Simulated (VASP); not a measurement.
# S (Cm) in VASP: single point with PBE

Aim: the single point of S with PBE.

All numbers are computed with VASP 6.6.1; they aren't measurements. Logs are shortened: lines on timing, memory, paths and dates and some standing lists are left out, and cuts for length are marked.

## (1) The cell of the first run

It takes space group Cm (No. 8, monoclinic). Conventional cell: a = 8.030 Å, b = 8.030 Å, c = 2.950 Å, α = 90.00°, β = 90.00°, γ = 90.00°. S (site symmetry m) has 1 S at 1.87 Å within 2.5 Å. S (site symmetry m) has 1 S at 1.87 Å within 2.5 Å. S (site symmetry 1) has 1 S at 1.87 Å within 2.5 Å.

## (2) Single point, PBE (one atom moved)

File INCAR:

```
ALGO     = Normal         # electronic algorithm
EDIFF    = 1E-6           # SCF threshold, eV
ENCUT    = 520            # plane-wave cutoff, eV
GGA      = PE             # functional
ISIF     = 2              # what is computed and relaxed
ISMEAR   = 0              # smearing method
LASPH    = True           # aspherical terms in the spheres
LCHARG   = False          # write CHGCAR
LREAL    = False          # projectors in reciprocal space
LWAVE    = False          # write WAVECAR
NBANDS   = 20             # bands
NELM     = 100            # most SCF steps
PREC     = Accurate       # precision mode
SIGMA    = 0.1            # smearing width, eV
```

File KPOINTS:

```
k-points
0
Gamma
  8 8 12
```

File POSCAR:

```
S
1.0
    5.6780537900      0.0000000000      0.0000000000
    0.0000000000      5.6780537900      0.0000000000
    0.0000000000      0.0000000000      2.9496155800
S
4
Direct
    0.8833913800      0.8833913800      0.5000000000
    0.1166086200      0.1166086200      0.5305124507
    0.3833913800      0.6166086200      0.0000000000
    0.6166086200      0.3833913800      0.0000000000
```

Potentials or basis: VASP PAW PBE potentials, release 64 (S).

Command:

```bash
cat potpaw_PBE.64/S/POTCAR > POTCAR
mpirun -np 1 vasp_std > vasp.out
```

OUTCAR:

```text
EDIFF = 1E-6
   ENCUT = 520
   GGA = PE
   ISIF = 2
   ISMEAR = 0
   LASPH = True
   LREAL = False
   NELM = 100
   PREC = Accurate

 ion  position               nearest neighbor table
   1  0.883  0.883  0.500-   2 1.87
   2  0.117  0.117  0.531-   1 1.87
   3  0.383  0.617  0.000-   4 1.87
   4  0.617  0.383  0.000-   3 1.87

  LATTYP: Found a simple tetragonal cell.
 ALAT       =     5.6780537900
 C/A-ratio  =     0.5194765124

  Lattice vectors:

 A1 = (   5.6780537900,   0.0000000000,   0.0000000000)
 A2 = (   0.0000000000,   5.6780537900,   0.0000000000)
 A3 = (   0.0000000000,   0.0000000000,   2.9496155800)

Analysis of symmetry for initial positions (statically):
=====================================================================
 Subroutine PRICEL returns:
 Original cell was already a primitive cell.

 Routine SETGRP: Setting up the symmetry group for a
 simple tetragonal supercell.

 Subroutine GETGRP returns: Found  2 space group operations
 (whereof  2 operations were pure point group operations)
 out of a pool of 16 trial point group operations.

The static configuration has the point symmetry C_1h.

Analysis of symmetry for dynamics (positions and initial velocities):
=====================================================================
 Subroutine PRICEL returns:
 Original cell was already a primitive cell.

 Routine SETGRP: Setting up the symmetry group for a
 simple tetragonal supercell.

 Subroutine GETGRP returns: Found  2 space group operations
 (whereof  2 operations were pure point group operations)
 out of a pool of 16 trial point group operations.

The dynamic configuration has the point symmetry C_1h.

 Subroutine INISYM returns: Found  2 space group operations
 (whereof  2 operations are pure point group operations),
 and found     1 'primitive' translations

----------------------------------------------------------------------------------------

                                     Primitive cell

  volume of cell :      95.0965

  direct lattice vectors                    reciprocal lattice vectors
     5.678053790  0.000000000  0.000000000     0.176116683  0.000000000  0.000000000
     0.000000000  5.678053790  0.000000000     0.000000000  0.176116683  0.000000000
     0.000000000  0.000000000  2.949615580     0.000000000  0.000000000  0.339027230
[... 80 lines left out ...]
   ISTART =      0    job   : 0-new  1-cont  2-samecut
   ICHARG =      2    charge: 1-file 2-atom 10-const
   ISPIN  =      1    spin polarized calculation?
   LNONCOLLINEAR =      F non collinear calculations
   LSORBIT =      F    spin-orbit coupling
   LASPH  =      T    aspherical Exc in radial PAW
   ENCUT  =  520.0 eV  38.22 Ry    6.18 a.u.  10.56 10.56  5.48*2*pi/ulx,y,z
   NELM   =    100;   NELMIN=  2; NELMDL= -5     # of ELM steps
   EDIFF  = 0.1E-05   stopping-criterion for ELM
   LREAL  =      F    real-space projection
   EDIFFG = 0.1E-04   stopping-criterion for IOM
   NSW    =      0    number of steps for IOM
   IBRION =     -1    ionic relax: 0-MD 1-quasi-New 2-CG
   NFREE  =      0    steps in history (QN), initial steepest desc. (CG)
   ISIF   =      2    stress and relaxation
   ISYM   =      2    0-nonsym 1-usesym 2-fastsym
   POTIM  = 0.5000    time-step for ionic-motion
   TEBEG  =    0.0;   TEEND  =   0.0 temperature during run
   PSTRESS=    0.0 pullay stress
   NELECT =      24.0000    total number of electrons
   NUPDOWN=      -1.0000    fix difference up-down
   EMIN   =  10.00;   EMAX   =-10.00  energy-range for DOS
   EFERMI =   0.00;   METHOD = LEGACY
   ISMEAR =     0;   SIGMA  =   0.10  broadening in eV -4-tet -1-fermi 0-gaus
   EFERMI_NEDOS =   21; number of points for ismear=-14 and -15
   IALGO  =     38    algorithm
   IMIX   =      4    mixing-type and parameters
     AMIX     =   0.40;   BMIX     =  1.00
     AMIX_MAG =   1.60;   BMIX_MAG =  1.00
  volume/ion in A,a.u.               =      23.77       160.44
  Fermi-wavevector in a.u.,A,eV,Ry     =   1.034563  1.955041 14.562607  1.070321
  Thomas-Fermi vector in A             =   2.168865
   LORBIT       =      0    0 simple, 1 ext, 2 COOP (PROOUT), +10 PAW based schemes
   GGA     = PE    functional components
   LHFCALC =     F    Hartree Fock is set to
   AEXX    =    0.0000 exact exchange contribution
   IVDW    =     0    specifies the selected vdW correction
   LEPSILON=     F    determine dielectric tensor
   LRPA    =     F    only Hartree local field effects (RPA)
 non-spin polarized calculation
 Gauss-broadening in eV      SIGMA  =   0.10
  energy-cutoff  :      520.00
  volume of cell :       95.10
 maximum number of plane-waves:      2595
   NGX = 21   NGY = 21   NGZ = 11

 number of electron      23.9999998 magnetization

 Free energy of the ion-electron system (eV)
  ---------------------------------------------------
  ext. energy  EPLUGINS =         0.00000000
  ---------------------------------------------------
  free energy    TOTEN  =       -15.08042633 eV

  energy without entropy =      -15.05876991  energy(sigma->0) =      -15.06959812

 E-fermi :   3.0753     XC(G=0):  -8.8039

 val. band max:        3.0752036896   @ k =  -0.2500   0.0000   0.2500
 cond. band min:       3.0766068442   @ k =  -0.3750   0.3750   0.2500
 fundamental gap:      0.0014031546
 Fermi energy:         3.0753124226

 k-point     1 :       0.0000    0.0000    0.0000
  band No.  band energies     occupation
      1     -13.5387      2.00000
      2     -12.9808      2.00000
      3      -7.7120      2.00000
      4      -7.7119      2.00000
      5      -2.3618      2.00000
      6      -1.8982      2.00000
[... 541 lines left out ...]
     19      11.2213      0.00000
     20      11.9385      0.00000

 [... further k-points ...]
[... 5 lines left out ...]
  --------------------------------------------------------------------------------------
  -------------------------------------------------------------------------------------
  Total        1.3754440      1.3754440      1.0748677     -0.0410934     -0.2804301     -0.2804303
  in kB       23.1733636     23.1733636     18.1092788     -0.6923379     -4.7246628     -4.7246660
  external PRESSURE =      21.4853353 kB  Pullay stress =       0.0000000 kB

 VOLUME and BASIS-vectors are now :
 -----------------------------------------------------------------------------
  energy-cutoff  :      520.00
  volume of cell :       95.10
      direct lattice vectors                 reciprocal lattice vectors
     5.678053790  0.000000000  0.000000000     0.176116683  0.000000000  0.000000000
     0.000000000  5.678053790  0.000000000     0.000000000  0.176116683  0.000000000
     0.000000000  0.000000000  2.949615580     0.000000000  0.000000000  0.339027230

 POSITION                                       TOTAL-FORCE (eV/Angst)
 -----------------------------------------------------------------------------------
      5.01594      5.01594      1.47481        -0.381041     -0.381041      0.194152
      0.66211      0.66211      1.56481         0.383023      0.383023     -0.180390
      2.17692      3.50114      0.00000        -0.414862      0.412879     -0.006881
      3.50114      2.17692      0.00000         0.412879     -0.414862     -0.006881
 -----------------------------------------------------------------------------------
    total drift:                                0.000049      0.000049     -0.000012

  FREE ENERGIE OF THE ION-ELECTRON SYSTEM (eV)
  ---------------------------------------------------
  free  energy   TOTEN  =       -15.0804263281 eV

  energy  without entropy=      -15.0587699076  energy(sigma->0) =      -15.06959812
```

OSZICAR:

```text
N       E                     dE             d eps       ncg     rms          rms(c)
DAV:   1     0.121131596417E+03    0.12113E+03   -0.10398E+04  8880   0.102E+03
DAV:   2    -0.698984232531E+01   -0.12812E+03   -0.12493E+03 11856   0.184E+02
DAV:   3    -0.151724035681E+02   -0.81826E+01   -0.81153E+01 12116   0.505E+01
DAV:   4    -0.152689075709E+02   -0.96504E-01   -0.96419E-01 11756   0.642E+00
DAV:   5    -0.152707781551E+02   -0.18706E-02   -0.18704E-02 11652   0.874E-01    0.218E+01
DAV:   6    -0.150949924787E+02    0.17579E+00   -0.27163E-01 10512   0.286E+00    0.116E+01
DAV:   7    -0.150839536677E+02    0.11039E-01   -0.23682E-01 10492   0.250E+00    0.215E+00
DAV:   8    -0.150812269018E+02    0.27268E-02   -0.36634E-02 10472   0.103E+00    0.520E-01
DAV:   9    -0.150815886570E+02   -0.36176E-03   -0.27818E-02 12116   0.468E-01    0.275E-01
DAV:  10    -0.150804259363E+02    0.11627E-02   -0.11500E-02 12196   0.284E-01    0.115E-01
DAV:  11    -0.150804185254E+02    0.74110E-05   -0.34257E-04 10516   0.958E-02    0.126E-01
DAV:  12    -0.150804236952E+02   -0.51699E-05   -0.20784E-05 12380   0.235E-02    0.460E-02
DAV:  13    -0.150804262950E+02   -0.25998E-05   -0.47045E-06 11444   0.130E-02    0.747E-03
DAV:  14    -0.150804263281E+02   -0.33064E-07   -0.53845E-07  6552   0.479E-03
   1 F= -.15080426E+02 E0= -.15069598E+02  d E =-.216564E-01
```

stdout:

```text
POSCAR found type information on POSCAR S
 POSCAR found :  1 types and       4 ions
 scaLAPACK will be used
 LDA part: xc-table for (Slater+PW92), standard interpolation
 POSCAR, INCAR and KPOINTS ok, starting setup
 FFT: planning ... GRIDC
 FFT: planning ... GRID_SOFT
 FFT: planning ... GRID
 WAVECAR not read
 entering main loop
```

Wall time 2.3 min (1 thread of Intel Xeon 6975P-C (Granite Rapids), shared host); peak memory 0.39 GiB.

Results:

| Item | Value |
| --- | --- |
| Free energy | -15.0804 eV |
| Pressure | 2.1 GPa |
| Largest force | 0.585 eV/Å |
| Band gap on the k mesh | zero (band 12 reaches 4.03 eV, above the bottom of band 13 at 2.06 eV) |

Forces in eV/Å, atoms in the order of the input:
```
S   -0.381 -0.381  0.194
S    0.383  0.383 -0.180
S   -0.415  0.413 -0.007
S    0.413 -0.415 -0.007
```

Stress tensor (GPa, compression positive):
```
 2.32 -0.07 -0.47
-0.07  2.32 -0.47
-0.47 -0.47  1.81
```

Levels at points of the mesh, in eV from the Fermi level:
```tsv
k point	band 10	band 11	band 12	band 13	band 14	band 15
(0.00, 0.00, 0.00)	-1.16	-0.68	0.90	2.69	2.74	4.73
(0.50, 0.00, 0.00)	-0.92	-0.69	-0.69	2.69	2.74	3.42
(0.50, 0.50, 0.00)	-0.91	-0.41	-0.41	2.66	2.70	4.49
(0.00, 0.00, 0.50)	-3.51	-1.85	-1.84	0.00	0.13	4.05
(0.50, 0.00, 0.50)	-3.28	-2.27	-2.23	0.39	0.46	5.25
(0.50, 0.50, 0.50)	-3.79	-1.55	-1.54	0.60	0.61	4.09
```

Caveat: the cell differs from its parent crystal (one atom moved).
